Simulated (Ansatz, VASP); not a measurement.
# Two plane-wave programs on GaN

File INCAR:

```
PREC     = Accurate       # precision mode
ENCUT    = 520            # plane-wave cutoff, eV
EDIFF    = 1E-6           # SCF threshold, eV
ISMEAR   = 0              # smearing method
SIGMA    = 0.05           # smearing width, eV
LREAL    = F              # projectors in reciprocal space
LASPH    = T              # aspherical terms in the spheres
NELM     = 80             # most SCF steps
ALGO     = Normal         # electronic algorithm
ISIF     = 2              # what is computed and relaxed
LWAVE    = F              # write WAVECAR
LCHARG   = F              # write CHGCAR
GGA      = PE             # functional
NBANDS   = 26             # bands
```

Contents of KPOINTS:

```
regular mesh
0
Gamma
  12 12 6
```

POSCAR

```
GaN
1.0
    3.3632582177      0.0000000000      0.0000000000
   -1.6816291088      2.7872412019      0.0000000000
    0.0000000000      0.0000000000      5.2430304702
Ga N
2 2
Direct
    0.3333333333      0.6666666667      0.9991316875
    0.6666666667      0.3333333333      0.4991316875
    0.3333333333      0.6666666667      0.3758683125
    0.6666666667      0.3333333333      0.8758683125
```

Input for Ansatz:

```yaml
crystal:
  lattice:
    - [3.3632582177, 0.0, 0.0]
    - [-1.6816291088, 2.7872412019, 0.0]
    - [0.0, 0.0, 5.2430304702]
  atoms:
    - { symbol: Ga, position: [0.3333333333, 0.6666666667, 0.9991316875] }
    - { symbol: Ga, position: [0.6666666667, 0.3333333333, 0.4991316875] }
    - { symbol: "N", position: [0.3333333333, 0.6666666667, 0.3758683125] }
    - { symbol: "N", position: [0.6666666667, 0.3333333333, 0.8758683125] }
basis:
  ecutwfc: 420
kpoints:
  mp_grid: { grid: [12, 12, 6] }
hamiltonian:
  xc: pbe
scf:
  occupations: { method: gaussian, width: 0.05 }
output:
  forces: true
  stress: true
  eigenvalues: true
```

Change from the starting cell: strain +0.0450 x Voigt [1, 0, 0, 0, 0, 0], atoms carried along.

Alike in both runs: task single point; functional PBE; k mesh 12 × 12 × 6; occupations gaussian, width 0.05 eV; no spin polarisation.

```csv
,VASP,Ansatz
version,VASP 6.6.1,Ansatz 0.2.0
potentials or method,"VASP PAW PBE potentials, release 64 (Ga_d, N), cutoff 520 eV","scalar-relativistic, plane waves, PAW"
valence electrons in the cell,36,36
```

|  | VASP | Ansatz | Ansatz less VASP |
| --- | --- | --- | --- |
| gap on the k mesh at the Fermi level (eV) | 1.37 | 1.37 | -0.002 |
| least direct gap on the mesh (eV) | 1.37 | 1.37 | -0.002 |
| pressure (GPa) | -6.4 | -6.6 | -0.17 |
| traceless stress, the component that is largest in VASP (GPa) | -7.57 | -7.59 | -0.012 |
| rms of the force components (eV/Å) | 0.169 | 0.172 | +0.0024 |

Atom by atom the forces differ by 0.002 eV/Å (rms over components).
